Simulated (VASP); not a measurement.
# MoS2 (R3m) in VASP: a series of runs

MoS2 is run at these levels: r2SCAN+rVV10, PBE, LDA, PBE+D4, r2SCAN; tasks: single point, relaxation of cell and atoms.

Program: VASP 6.6.1. These are calculated values, not measurements. Logs are shortened: lines on timing, memory, paths and dates and some standing lists are left out, and cuts for length are marked.

### Step 1. The cell of the first run

Symmetry: R3m, No. 160, trigonal system. Conventional cell: a = 3.175 Å, b = 3.175 Å, c = 18.582 Å, α = 90.00°, β = 90.00°, γ = 120.00°. Within 3.2 Å of Mo (site symmetry 3m) lie 6 S at 2.40 Å and 6 Mo at 3.18 Å. S (site symmetry 3m) has 3 Mo at 2.40 Å and 7 S at 3.11 to 3.18 Å within 3.2 Å. S (site symmetry 3m) has 3 Mo at 2.40 Å and 7 S at 3.11 to 3.18 Å within 3.2 Å.

### Step 2. Single point, r2SCAN+rVV10

POSCAR reads:

```
MoS2
1.0
    1.5875903429      0.9165957119      6.1939280739
   -1.5875903429      0.9165957119      6.1939280739
    0.0000000000     -1.8331914237      6.1939280739
Mo S
1 2
Direct
    0.0000965174      0.0000965174      0.0000965174
    0.2497906778      0.2497906778      0.2497906778
    0.4171128049      0.4171128049      0.4171128049
```

INCAR.step1 reads:

```
PREC = Accurate
ENCUT = 520
ISMEAR = -1
SIGMA = 0.02
LREAL = False
LASPH = True
NELM = 60
NBANDS = 20
GGA = PE
ALGO = Normal
EDIFF = 1E-4
LWAVE = True
LCHARG = False
```

INCAR.step2 reads:

```
PREC = Accurate
ENCUT = 520
EDIFF = 1E-6
ISMEAR = -1
SIGMA = 0.02
LREAL = False
LASPH = True
NELM = 60
ALGO = Normal
ISIF = 2
LWAVE = False
LCHARG = False
METAGGA = R2SCAN
LMIXTAU = True
LUSE_VDW = True
IVDW_NL = 2
BPARAM = 11.95
CPARAM = 0.0093
NBANDS = 20
ISTART = 1
```

KPOINTS reads:

```
regular mesh
0
Gamma
  8 8 8
```

Potentials or basis: VASP PAW PBE potentials, release 64 (Mo_sv, S).

Started as:

```console
$ cat potpaw_PBE.64/Mo_sv/POTCAR potpaw_PBE.64/S/POTCAR > POTCAR
$ cp INCAR.step1 INCAR
$ mpirun -np 1 vasp_std > vasp.out
$ cp INCAR.step2 INCAR
$ mpirun -np 1 vasp_std > vasp.out
```

OUTCAR:

```text
PREC = Accurate
   ENCUT = 520
   EDIFF = 1E-6
   ISMEAR = -1
   LREAL = False
   LASPH = True
   NELM = 60
   ISIF = 2
   METAGGA = R2SCAN
   IVDW_NL = 2
   BPARAM = 11.95
   ISTART = 1

 ion  position               nearest neighbor table
   1  0.000  0.000  0.000-   2 2.40   2 2.40   2 2.40   3 2.40   3 2.40   3 2.40
   2  0.250  0.250  0.250-   1 2.40   1 2.40   1 2.40
   3  0.417  0.417  0.417-   1 2.40   1 2.40   1 2.40

  LATTYP: Found a trigonal (rhomboedric) cell.
 ALAT       =     6.4595151351
 COS(alpha) =     0.8791888406

  Lattice vectors:

 A1 = (   1.5875903429,   0.9165957119,   6.1939280739)
 A2 = (  -1.5875903429,   0.9165957119,   6.1939280739)
 A3 = (   0.0000000000,  -1.8331914237,   6.1939280739)

Analysis of symmetry for initial positions (statically):
=====================================================================
 Subroutine PRICEL returns:
 Original cell was already a primitive cell.

 Routine SETGRP: Setting up the symmetry group for a
 trigonal (rhombohedral) supercell.

 Subroutine GETGRP returns: Found  6 space group operations
 (whereof  6 operations were pure point group operations)
 out of a pool of 12 trial point group operations.

The static configuration has the point symmetry C_3v.

Analysis of symmetry for dynamics (positions and initial velocities):
=====================================================================
 Subroutine PRICEL returns:
 Original cell was already a primitive cell.

 Routine SETGRP: Setting up the symmetry group for a
 trigonal (rhombohedral) supercell.

 Subroutine GETGRP returns: Found  6 space group operations
 (whereof  6 operations were pure point group operations)
 out of a pool of 12 trial point group operations.

The dynamic configuration has the point symmetry C_3v.

 Subroutine INISYM returns: Found  6 space group operations
 (whereof  6 operations are pure point group operations),
 and found     1 'primitive' translations

----------------------------------------------------------------------------------------

                                     Primitive cell

  volume of cell :      54.0796

  direct lattice vectors                    reciprocal lattice vectors
     1.587590343  0.916595712  6.193928074     0.314942707  0.181832257  0.053816145
    -1.587590343  0.916595712  6.193928074    -0.314942707  0.181832257  0.053816145
     0.000000000 -1.833191424  6.193928074     0.000000000 -0.363664513  0.053816145

  length of vectors
     6.459515135  6.459515135  6.459515135     0.367624884  0.367624884  0.367624884

  position of ions in fractional coordinates (direct lattice)
     0.000096517  0.000096517  0.000096517
     0.249790678  0.249790678  0.249790678
     0.417112805  0.417112805  0.417112805

  ion indices of the primitive-cell ions
   primitive index   ion index
                 1           1
                 2           2
                 3           3

----------------------------------------------------------------------------------------

 KPOINTS: regular mesh

Automatic generation of k-mesh.
 Grid dimensions read from file:
 generate k-points for:    8    8    8

 Generating k-lattice:

  Cartesian coordinates                     Fractional coordinates (reciprocal lattice)
     0.039367838  0.022729032  0.006727018     0.125000000 -0.000000000  0.000000000
    -0.039367838  0.022729032  0.006727018    -0.000000000  0.125000000  0.000000000
     0.000000000 -0.045458064  0.006727018     0.000000000  0.000000000  0.125000000

  Length of vectors
     0.045953111  0.045953111  0.045953111

  Shift w.r.t. Gamma in fractional coordinates (k-lattice)
     0.000000000  0.000000000  0.000000000

 Subroutine IBZKPT returns following result:
 ===========================================

 Found     65 irreducible k-points:

 Following reciprocal coordinates:
            Coordinates               Weight
  0.000000  0.000000  0.000000      1.000000
  0.125000 -0.000000  0.000000      6.000000
  0.250000 -0.000000  0.000000      6.000000
  0.375000 -0.000000  0.000000      6.000000
  0.500000 -0.000000  0.000000      3.000000
  0.125000  0.125000  0.000000      6.000000
[... 16 lines left out ...]
  0.250000  0.125000  0.125000      6.000000
  0.375000  0.125000  0.125000      6.000000
 [... further k-points ...]
   k-points           NKPTS =     65   k-points in BZ     NKDIM =     65   number of bands    NBANDS=     20
   number of dos      NEDOS =    301   number of ions     NIONS =      3
   total plane-waves  NPLWV = 110592
   dimension x,y,z NGX =    48 NGY =   48 NGZ =   48
   dimension x,y,z NGXF=    96 NGYF=   96 NGZF=   96
   ions per type =               1   2
   NGX,Y,Z   is equivalent  to a cutoff of  12.35, 12.35, 12.35 a.u.
   NGXF,Y,Z  is equivalent  to a cutoff of  24.71, 24.71, 24.71 a.u.
 SYSTEM =  unknown system
   PREC   = accura    normal or accurate (medium, high low for compatibility)
   ISTART =      1    job   : 0-new  1-cont  2-samecut
   ICHARG =      0    charge: 1-file 2-atom 10-const
   ISPIN  =      1    spin polarized calculation?
   LNONCOLLINEAR =      F non collinear calculations
   LSORBIT =      F    spin-orbit coupling
   LASPH  =      T    aspherical Exc in radial PAW
   ENCUT  =  520.0 eV  38.22 Ry    6.18 a.u.  12.01 12.01 12.01*2*pi/ulx,y,z
   NELM   =     60;   NELMIN=  2; NELMDL=  0     # of ELM steps
   EDIFF  = 0.1E-05   stopping-criterion for ELM
   LREAL  =      F    real-space projection
   EDIFFG = 0.1E-04   stopping-criterion for IOM
   NSW    =      0    number of steps for IOM
   IBRION =     -1    ionic relax: 0-MD 1-quasi-New 2-CG
   NFREE  =      0    steps in history (QN), initial steepest desc. (CG)
   ISIF   =      2    stress and relaxation
   ISYM   =      2    0-nonsym 1-usesym 2-fastsym
   POTIM  = 0.5000    time-step for ionic-motion
   TEBEG  =    0.0;   TEEND  =   0.0 temperature during run
   PSTRESS=    0.0 pullay stress
   NELECT =      26.0000    total number of electrons
   NUPDOWN=      -1.0000    fix difference up-down
   EMIN   =  10.00;   EMAX   =-10.00  energy-range for DOS
   EFERMI =   0.00;   METHOD = LEGACY
   ISMEAR =    -1;   SIGMA  =   0.02  broadening in eV -4-tet -1-fermi 0-gaus
   EFERMI_NEDOS =   21; number of points for ismear=-14 and -15
   IALGO  =     38    algorithm
   IMIX   =      4    mixing-type and parameters
     AMIX     =   0.40;   BMIX     =  1.00
     AMIX_MAG =   1.60;   BMIX_MAG =  1.00
  volume/ion in A,a.u.               =      18.03       121.65
  Fermi-wavevector in a.u.,A,eV,Ry     =   1.282492  2.423559 22.378674  1.644786
  Thomas-Fermi vector in A             =   2.414800
   LORBIT       =      0    0 simple, 1 ext, 2 COOP (PROOUT), +10 PAW based schemes
   METAGGA = R2SCAN    functional components
   LHFCALC =     F    Hartree Fock is set to
   AEXX    =    0.0000 exact exchange contribution
   IVDW_NL    =     2    kernel type
   BPARAM     =11.9500
   IVDW    =     0    specifies the selected vdW correction
   LEPSILON=     F    determine dielectric tensor
   LRPA    =     F    only Hartree local field effects (RPA)
 non-spin polarized calculation
  energy-cutoff  :      520.00
  volume of cell :       54.08
 maximum number of plane-waves:      1476
   NGX = 23   NGY = 23   NGZ = 23

 number of electron      25.9999998 magnetization

 Free energy of the ion-electron system (eV)
  ---------------------------------------------------
  ext. energy  EPLUGINS =         0.00000000
  ---------------------------------------------------
  free energy    TOTEN  =       -44.55038262 eV

  energy without entropy =      -44.55038262  energy(sigma->0) =      -44.55038262

 E-fermi :   7.7335     XC(G=0): -11.4851

 val. band max:        7.2937277693   @ k =   0.5000   0.5000   0.5000
 cond. band min:       8.4352646953   @ k =  -0.2500   0.1250   0.0000
 fundamental gap:      1.1415369260
 Fermi energy:         7.7334897493

 k-point     1 :       0.0000    0.0000    0.0000
  band No.  band energies     occupation
      1     -56.2252      2.00000
      2     -29.6478      2.00000
      3     -29.4249      2.00000
      4     -29.4249      2.00000
      5      -8.3959      2.00000
      6      -6.6638      2.00000
[... 12 lines left out ...]
     19      16.0614      0.00000
     20      16.2579      0.00000

 k-point     2 :       0.1250   -0.0000    0.0000
  band No.  band energies     occupation
      1     -56.2189      2.00000
      2     -29.6353      2.00000
      3     -29.4866      2.00000
      4     -29.4389      2.00000
      5      -8.1511      2.00000
      6      -6.5888      2.00000
[... 12 lines left out ...]
     19      16.3334      0.00000
     20      16.9111      0.00000

 k-point     3 :       0.2500   -0.0000    0.0000
  band No.  band energies     occupation
      1     -56.2037      2.00000
      2     -29.6333      2.00000
      3     -29.6052      2.00000
      4     -29.4724      2.00000
      5      -7.5024      2.00000
      6      -6.3911      2.00000
[... 12 lines left out ...]
     19      15.9946      0.00000
     20      16.6992      0.00000

 k-point     4 :       0.3750   -0.0000    0.0000
  band No.  band energies     occupation
      1     -56.1885      2.00000
      2     -29.7768      2.00000
      3     -29.5749      2.00000
      4     -29.5058      2.00000
      5      -6.7298      2.00000
      6      -6.1658      2.00000
[... 12 lines left out ...]
     19      14.8735      0.00000
     20      15.3328      0.00000

 k-point     5 :       0.5000   -0.0000    0.0000
  band No.  band energies     occupation
      1     -56.1822      2.00000
      2     -29.8354      2.00000
      3     -29.5623      2.00000
      4     -29.5195      2.00000
      5      -6.3466      2.00000
      6      -6.0670      2.00000
[... 12 lines left out ...]
     19      14.5623      0.00000
     20      15.1917      0.00000

 k-point     6 :       0.1250    0.1250    0.0000
  band No.  band energies     occupation
      1     -56.2189      2.00000
      2     -29.6353      2.00000
      3     -29.4866      2.00000
      4     -29.4389      2.00000
      5      -8.1413      2.00000
      6      -6.6063      2.00000
[... 12 lines left out ...]
     19      16.3754      0.00000
     20      16.9290      0.00000

 k-point     7 :       0.2500    0.1250   -0.0000
  band No.  band energies     occupation
      1     -56.2082      2.00000
      2     -29.6141      2.00000
      3     -29.5839      2.00000
      4     -29.4695      2.00000
      5      -7.6848      2.00000
      6      -6.4793      2.00000
[... 12 lines left out ...]
     19      16.5590      0.00000
     20      16.7828      0.00000
[... 277 lines left out ...]
 k-point    20 :      -0.3750    0.3750    0.0000
  band No.  band energies     occupation
      1     -56.1777      2.00000
      2     -29.7649      2.00000
      3     -29.6450      2.00000
      4     -29.5535      2.00000
      5      -6.0476      2.00000
      6      -6.0081      2.00000
[... 12 lines left out ...]
     19      14.9859      0.00000
     20      16.3883      0.00000

 k-point    21 :       0.5000    0.5000    0.0000
  band No.  band energies     occupation
      1     -56.1822      2.00000
      2     -29.8354      2.00000
      3     -29.5623      2.00000
      4     -29.5195      2.00000
      5      -6.2555      2.00000
      6      -6.1713      2.00000
[... 12 lines left out ...]
     19      14.9184      0.00000
     20      15.6905      0.00000

 k-point    22 :       0.1250    0.1250    0.1250
  band No.  band energies     occupation
      1     -56.2252      2.00000
      2     -29.6478      2.00000
      3     -29.4249      2.00000
      4     -29.4249      2.00000
      5      -8.3664      2.00000
      6      -6.7192      2.00000
[... 12 lines left out ...]
     19      16.1299      0.00000
     20      16.4107      0.00000

 k-point    23 :       0.2500    0.1250    0.1250
  band No.  band energies     occupation
      1     -56.2189      2.00000
      2     -29.6354      2.00000
      3     -29.4866      2.00000
      4     -29.4389      2.00000
      5      -8.1045      2.00000
      6      -6.6700      2.00000
[... 12 lines left out ...]
     19      16.4975      0.00000
     20      16.9937      0.00000

 k-point    24 :       0.3750    0.1250    0.1250
  band No.  band energies     occupation
      1     -56.2037      2.00000
      2     -29.6333      2.00000
      3     -29.6052      2.00000
      4     -29.4724      2.00000
      5      -7.4476      2.00000
      6      -6.4711      2.00000
[... 12 lines left out ...]
     19      16.2796      0.00000
     20      16.3975      0.00000

 [... further k-points ...]
[... 5 lines left out ...]
  --------------------------------------------------------------------------------------
  -------------------------------------------------------------------------------------
  Total        0.0709458      0.0709458      0.0370442     -0.0000000      0.0000000     -0.0000000
  in kB        2.1018579      2.1018579      1.0974810     -0.0000000      0.0000000     -0.0000000
  external PRESSURE =       1.7670656 kB  Pullay stress =       0.0000000 kB

 VOLUME and BASIS-vectors are now :
 -----------------------------------------------------------------------------
  energy-cutoff  :      520.00
  volume of cell :       54.08
      direct lattice vectors                 reciprocal lattice vectors
     1.587590343  0.916595712  6.193928074     0.314942707  0.181832257  0.053816145
    -1.587590343  0.916595712  6.193928074    -0.314942707  0.181832257  0.053816145
     0.000000000 -1.833191424  6.193928074     0.000000000 -0.363664513  0.053816145

 POSITION                                       TOTAL-FORCE (eV/Angst)
 -----------------------------------------------------------------------------------
      0.00000      0.00000      0.00179         0.000000     -0.000000     -0.000692
      0.00000      0.00000      4.64156         0.000000     -0.000000     -0.015699
      0.00000      0.00000      7.75070         0.000000      0.000000      0.016391
 -----------------------------------------------------------------------------------
    total drift:                               -0.000000      0.000000     -0.000033

  FREE ENERGIE OF THE ION-ELECTRON SYSTEM (eV)
  ---------------------------------------------------
  free  energy   TOTEN  =       -44.5503826199 eV

  energy  without entropy=      -44.5503826199  energy(sigma->0) =      -44.55038262
```

It took 27 min on 1 thread of Intel Xeon 8259CL, shared host; peak memory 0.77 GiB.

Results:

```
Free energy            : -44.5504 eV
Pressure               : 0.2 GPa
Largest force          : 0.016 eV/Å
Band gap on the k mesh : 1.14 eV (least direct gap 2.11 eV)
```

Forces on the atoms (eV/Å):
```
Mo   0.000  0.000 -0.001
S    0.000  0.000 -0.016
S    0.000  0.000  0.016
```

Caveat: the PAW data sets were made with another functional, which shifts forces and pressure a little.

### Step 3. Single point, PBE

INCAR reads:

```
SYSTEM = MoS2
PREC = Accurate ; ENCUT = 520
EDIFF = 1E-6 ; ISMEAR = -1
SIGMA = 0.02 ; LREAL = .False.
LASPH = .True. ; NELM = 100
ALGO = Normal ; ISIF = 2
LWAVE = .False. ; LCHARG = .False.
GGA = PE ; NBANDS = 20
```

KPOINTS reads:

```
regular mesh
0
Gamma
  10 10 10
  0 0 0
```

POSCAR is that of step 2.

Potentials or basis: VASP PAW PBE potentials, release 64 (Mo_sv, S).

Started as:

```console
$ cat potpaw_PBE.64/Mo_sv/POTCAR potpaw_PBE.64/S/POTCAR > POTCAR
$ mpirun -np 1 vasp_std > vasp.out
```

Run time: 9.7 min. Hardware: 1 thread of Intel Xeon 8259CL, shared host; peak memory 0.38 GiB.

Results (log left out):

```yaml
Free_energy: -21.8135 eV
Pressure: 2.3 GPa
Largest_force: 0.097 eV/Å
Band_gap_on_the_k_mesh: 0.99 eV (least direct gap 1.93 eV)
```

Forces in eV/Å, atoms in the order of the input:
```
Mo   0.000  0.000  0.001
S    0.000  0.000 -0.097
S    0.000  0.000  0.096
```

Stress tensor (GPa, compression positive):
```
1.82 0.00 0.00
0.00 1.82 0.00
0.00 0.00 3.15
```

Levels at points of the mesh, in eV from the valence-band top:
| k point | band 9 | band 10 | band 11 | band 12 | band 13 | band 14 | band 15 | band 16 | band 17 | band 18 |
| --- | --- | --- | --- | --- | --- | --- | --- | --- | --- | --- |
| (0.00, 0.00, 0.00) | -3.33 | -2.24 | -2.24 | -1.25 | -1.12 | 2.04 | 2.04 | 2.41 | 2.41 | 5.49 |
| (0.50, 0.00, 0.00) | -4.95 | -3.93 | -2.33 | -1.60 | -1.42 | 1.60 | 2.02 | 3.46 | 3.47 | 5.30 |
| (0.50, 0.50, 0.00) | -4.66 | -3.86 | -2.87 | -1.78 | -1.26 | 1.56 | 2.14 | 3.02 | 3.86 | 6.02 |
| (0.50, 0.50, 0.50) | -3.35 | -3.35 | -2.21 | -2.21 | 0.00 | 2.13 | 2.13 | 2.29 | 2.29 | 5.62 |

[end of part 1 of 2]
